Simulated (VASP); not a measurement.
# HfSiO4 in VASP: notebook, part 2 of 2

VASP 6.6.1. Earlier steps stand in the parts before.

## (3) Electric field gradients, PBE (atom 10 (O) moved by 0.10 Å)

The input, INCAR:

```
SYSTEM = HfSiO4
  PREC = Accurate
  ENCUT = 520
  EDIFF = 1E-8
  ISMEAR = -1
  SIGMA = 0.02
  LREAL = .FALSE.
  LASPH = .TRUE.
  NELM = 100
  ALGO = Normal
  ISIF = 2
  LWAVE = .FALSE.
  LCHARG = .FALSE.
  GGA = PE
  LEFG = .TRUE.
  NBANDS = 50
```

The input, KPOINTS:

```
regular mesh
0
G
  5 5 5
  0 0 0
```

The input, POSCAR:

```
HfSiO4
1.0
   -3.2862500000      3.2862500000      2.9816000000
    3.2862500000     -3.2862500000      2.9816000000
    3.2862500000      3.2862500000     -2.9816000000
Hf Si O
2 2 8
Direct
    0.7500000000      0.2500000000      0.5000000000
    0.0000000000      0.0000000000      0.0000000000
    0.2500000000      0.7500000000      0.5000000000
    0.5000000000      0.5000000000      0.0000000000
    0.1340001033      0.3192779115      0.8147221918
    0.0692779115      0.7545557197      0.6852778082
    0.5045557197      0.3192779115      0.1852778082
    0.0692779115      0.3840001033      0.3147221918
    0.6159998967      0.9307220885      0.6852778082
    0.6974916082      0.8827694164      0.1852778082
    0.2454442803      0.9307220885      0.3147221918
    0.6807220885      0.4954442803      0.8147221918
```

Potentials or basis: VASP PAW PBE potentials, release 64 (Hf_pv, Si, O).

Launch:

```console
$ cat potpaw_PBE.64/Hf_pv/POTCAR potpaw_PBE.64/Si/POTCAR potpaw_PBE.64/O/POTCAR > POTCAR
$ mpirun -np 1 vasp_std > vasp.out
```

OUTCAR:

```text
SYSTEM = HfSiO4
   PREC = Accurate
   ENCUT = 520
   EDIFF = 1E-8
   ISMEAR = -1
   LREAL = .FALSE.
   LASPH = .TRUE.
   NELM = 100
   ISIF = 2
   GGA = PE

 ion  position               nearest neighbor table
   1  0.750  0.250  0.500-  10 2.09   5 2.11   7 2.11  12 2.11   8 2.26   9 2.26   6 2.26  11 2.26
                             3 2.98   3 2.98   2 3.61   2 3.61   2 3.61   2 3.61
   2  0.000  0.000  0.000-   8 2.11   9 2.11   6 2.11  11 2.11  10 2.18   5 2.26   7 2.26  12 2.26
                             4 2.98   4 2.98   1 3.61   1 3.61   1 3.61   1 3.61
   3  0.250  0.750  0.500-   6 1.63  11 1.63   9 1.63   8 1.63   1 2.98   1 2.98
   4  0.500  0.500  0.000-   7 1.63  12 1.63   5 1.63  10 1.69   2 2.98   2 2.98
   5  0.134  0.319  0.815-   4 1.63   1 2.11   2 2.26
   6  0.069  0.755  0.685-   3 1.63   2 2.11   1 2.26
   7  0.505  0.319  0.185-   4 1.63   1 2.11   2 2.26
   8  0.069  0.384  0.315-   3 1.63   2 2.11   1 2.26
   9  0.616  0.931  0.685-   3 1.63   2 2.11   1 2.26
  10  0.697  0.883  0.185-   4 1.69   1 2.09   2 2.18
  11  0.245  0.931  0.315-   3 1.63   2 2.11   1 2.26
  12  0.681  0.495  0.815-   4 1.63   1 2.11   2 2.26

  LATTYP: Found a body centered tetragonal cell.
 ALAT       =     6.5725000000
 C/A-ratio  =     0.9072955496

  Lattice vectors:

 A1 = (  -3.2862500000,   3.2862500000,   2.9816000000)
 A2 = (   3.2862500000,  -3.2862500000,   2.9816000000)
 A3 = (   3.2862500000,   3.2862500000,  -2.9816000000)

Analysis of symmetry for initial positions (statically):
=====================================================================
 Subroutine PRICEL returns:
 Original cell was already a primitive cell.

 Routine SETGRP: Setting up the symmetry group for a
 body centered tetragonal supercell.

 Subroutine GETGRP returns: Found  2 space group operations
 (whereof  2 operations were pure point group operations)
 out of a pool of 16 trial point group operations.

The static configuration has the point symmetry C_1h.

Analysis of symmetry for dynamics (positions and initial velocities):
=====================================================================
 Subroutine PRICEL returns:
 Original cell was already a primitive cell.

 Routine SETGRP: Setting up the symmetry group for a
 body centered tetragonal supercell.

 Subroutine GETGRP returns: Found  2 space group operations
 (whereof  2 operations were pure point group operations)
 out of a pool of 16 trial point group operations.

The dynamic configuration has the point symmetry C_1h.

 Subroutine INISYM returns: Found  2 space group operations
 (whereof  2 operations are pure point group operations),
 and found     1 'primitive' translations

----------------------------------------------------------------------------------------

                                     Primitive cell

  volume of cell :     128.7984

  direct lattice vectors                    reciprocal lattice vectors
    -3.286250000  3.286250000  2.981600000     0.000000000  0.152149106  0.167695197
     3.286250000 -3.286250000  2.981600000     0.152149106  0.000000000  0.167695197
     3.286250000  3.286250000 -2.981600000     0.152149106  0.152149106  0.000000000
[... 156 lines left out ...]
 fundamental gap:      5.4452997395
 Fermi energy:         3.6854688643

 k-point     1 :       0.0000    0.0000    0.0000
  band No.  band energies     occupation
      1     -25.9465      2.00000
      2     -25.9450      2.00000
      3     -25.8838      2.00000
      4     -25.8343      2.00000
      5     -25.7532      2.00000
      6     -25.7441      2.00000
[... 1261 lines left out ...]
     49      12.6862      0.00000
     50      13.0533      0.00000

 [... further k-points ...]
[... 5 lines left out ...]
  --------------------------------------------------------------------------------------
  -------------------------------------------------------------------------------------
  Total        3.4987029      4.4597924      4.4881424      0.0000000      0.0000000     -1.0302913
  in kB       43.5218231     55.4772154     55.8298737      0.0000000      0.0000000    -12.8162229
  external PRESSURE =      51.6096374 kB  Pullay stress =       0.0000000 kB

 VOLUME and BASIS-vectors are now :
 -----------------------------------------------------------------------------
  energy-cutoff  :      520.00
  volume of cell :      128.80
      direct lattice vectors                 reciprocal lattice vectors
    -3.286250000  3.286250000  2.981600000     0.000000000  0.152149106  0.167695197
     3.286250000 -3.286250000  2.981600000     0.152149106  0.000000000  0.167695197
     3.286250000  3.286250000 -2.981600000     0.152149106  0.152149106  0.000000000

 POSITION                                       TOTAL-FORCE (eV/Angst)
 -----------------------------------------------------------------------------------
     -0.00000      3.28625      1.49080         0.092714     -0.000000      0.164238
      0.00000      0.00000      0.00000         0.001672      0.000000      0.133254
      3.28625     -0.00000      1.49080        -0.047867      0.000000     -0.045919
      0.00000      0.00000      2.98160         0.706615      0.000000      0.910044
      3.28625      2.06851     -1.07768         0.139343     -0.032312      0.060695
      4.50399      0.00000      0.41312         0.090966     -0.000000     -0.147068
     -0.00000      1.21774      1.90392         0.139343      0.032312      0.060695
      2.06851      0.00000      0.41312         0.059417      0.000000      0.199045
      3.28625      1.21774      2.56848        -0.104953      0.031228      0.231359
      1.21774     -0.00000      4.15928        -0.949414     -0.000000     -1.849589
      3.28625     -1.21774      2.56848        -0.104953     -0.031228      0.231359
      2.06851      3.28625      1.07768        -0.022882      0.000000      0.051884
 -----------------------------------------------------------------------------------
    total drift:                                0.000167      0.000000      0.000070

  FREE ENERGIE OF THE ION-ELECTRON SYSTEM (eV)
  ---------------------------------------------------
  free  energy   TOTEN  =      -108.5283632348 eV

  energy  without entropy=     -108.5283632348  energy(sigma->0) =     -108.52836323

 Electric field gradients (V/A^2)
---------------------------------------------------------------------
 ion       V_xx      V_yy      V_zz      V_xy      V_xz      V_yz
---------------------------------------------------------------------
   1     -83.506   -51.198   134.704     0.000     9.410     0.000
   2     -66.609   -35.182   101.791     0.000    39.265     0.000
   3      10.712    11.785   -22.497    -0.000    -0.485    -0.000
   4      19.112     4.780   -23.892    -0.000    10.516    -0.000
   5     -42.478    20.859    21.619     1.604     2.923    26.734
   6      20.744   -41.938    21.194    -0.001   -24.213    -0.001
   7     -42.478    20.859    21.619    -1.607     2.923   -26.736
   8      22.763   -41.687    18.924    -0.001    22.978    -0.001
   9     -41.618    21.203    20.414     0.001    -0.513    24.151
  10      19.694   -46.553    26.860    -0.001    28.409    -0.001
  11     -41.618    21.203    20.415    -0.003    -0.513   -24.154
  12      21.375   -42.014    20.639    -0.001   -25.378    -0.001
---------------------------------------------------------------------

 Electric field gradients after diagonalization (V/A^2)
 (convention: |V_zz| > |V_xx| > |V_yy|)
----------------------------------------------------------------------
 ion       V_xx      V_yy      V_zz     asymmetry (V_yy - V_xx)/ V_zz
----------------------------------------------------------------------
   1     -83.911   -51.198   135.109       0.242
   2     -75.314   -35.182   110.496       0.363
   3      11.785    10.719   -22.504       0.047
   4      21.545     4.780   -26.326       0.637
   5     -42.614    -5.475    48.089       0.772
   6     -41.938    -3.245    45.183       0.856
   7     -42.613    -5.478    48.092       0.772
   8     -41.687    -2.214    43.901       0.899
   9     -41.623    -3.342    44.965       0.851
  10     -46.553    -5.358    51.911       0.794
  11     -41.623    -3.344    44.967       0.851
  12     -42.014    -4.374    46.388       0.811
----------------------------------------------------------------------

           NMR quadrupolar parameters

 Cq : quadrupolar parameter    Cq=e*Q*V_zz/h
 eta: asymmetry parameters     (V_yy - V_xx)/ V_zz
 Q  : nuclear electric quadrupole moment in mb (millibarn)
----------------------------------------------------------------------
 ion       Cq(MHz)       eta       Q (mb)
----------------------------------------------------------------------
   1       0.327       0.242       1.000
   2       0.267       0.363       1.000
   3      -0.054       0.047       1.000
   4      -0.064       0.637       1.000
   5       0.116       0.772       1.000
   6       0.109       0.856       1.000
   7       0.116       0.772       1.000
   8       0.106       0.899       1.000
   9       0.109       0.851       1.000
  10       0.126       0.794       1.000
  11       0.109       0.851       1.000
  12       0.112       0.811       1.000
----------------------------------------------------------------------
```

It took 8.4 min on 1 thread of AMD EPYC 7R43 (Zen 3), shared host; peak memory 0.33 GiB.

Results:

```yaml
Free_energy: -108.5284 eV
Pressure: 5.2 GPa
Largest_force: 2.079 eV/Å
Band_gap_on_the_k_mesh: 5.45 eV (least direct gap 5.81 eV)
Largest_electric_field_gradient_by_atom: Hf +135.1, +110.5; Si -22.5, -26.3; O +48.1, +45.2, +43.9, +45.0, +51.9, +46.4 (each value once) V/Å²
```

Forces on the atoms (eV/Å):
```
Hf   0.093  0.000  0.164
Hf   0.002  0.000  0.133
Si  -0.048  0.000 -0.046
Si   0.707  0.000  0.910
O    0.139 -0.032  0.061
O    0.091  0.000 -0.147
O    0.139  0.032  0.061
O    0.059  0.000  0.199
O   -0.105  0.031  0.231
O   -0.949  0.000 -1.850
O   -0.105 -0.031  0.231
O   -0.023  0.000  0.052
```

Levels at points of the mesh, in eV from the valence-band top:
| k point | band 34 | band 35 | band 36 | band 37 | band 38 | band 39 | band 40 | band 41 | band 42 | band 43 |
| --- | --- | --- | --- | --- | --- | --- | --- | --- | --- | --- |
| (0.00, 0.00, 0.00) | -0.62 | -0.56 | -0.56 | -0.53 | 0.00 | 5.85 | 6.12 | 6.20 | 6.26 | 6.34 |

Electric field gradients, principal values (V/Å²):
| atom | least | middle | greatest (by size) |
| --- | --- | --- | --- |
| 1 Hf | -51.198 | -83.911 | 135.109 |
| 2 Hf | -35.182 | -75.314 | 110.496 |
| 3 Si | 10.719 | 11.785 | -22.504 |
| 4 Si | 4.780 | 21.545 | -26.326 |
| 5 O | -5.475 | -42.614 | 48.089 |
| 6 O | -3.245 | -41.938 | 45.183 |
| 7 O | -5.478 | -42.613 | 48.092 |
| 8 O | -2.214 | -41.687 | 43.901 |
| 9 O | -3.342 | -41.623 | 44.965 |
| 10 O | -5.358 | -46.553 | 51.911 |
| 11 O | -3.344 | -41.623 | 44.967 |
| 12 O | -4.374 | -42.014 | 46.388 |

Caveat: the cell differs from its parent crystal (atom 10 (O) moved by 0.10 Å); the cell stands under pressure; without QUAD_EFG the Cq values of the log hold for a quadrupole moment of 1 mb, not for the nuclei; spin-orbit coupling is left out, which moves the levels of the heavy elements; an odd mesh through Γ misses points on the zone boundary, where band edges can lie; forces of over 1 eV/Å act on the atoms, so gaps and moduli don't describe the material at rest.
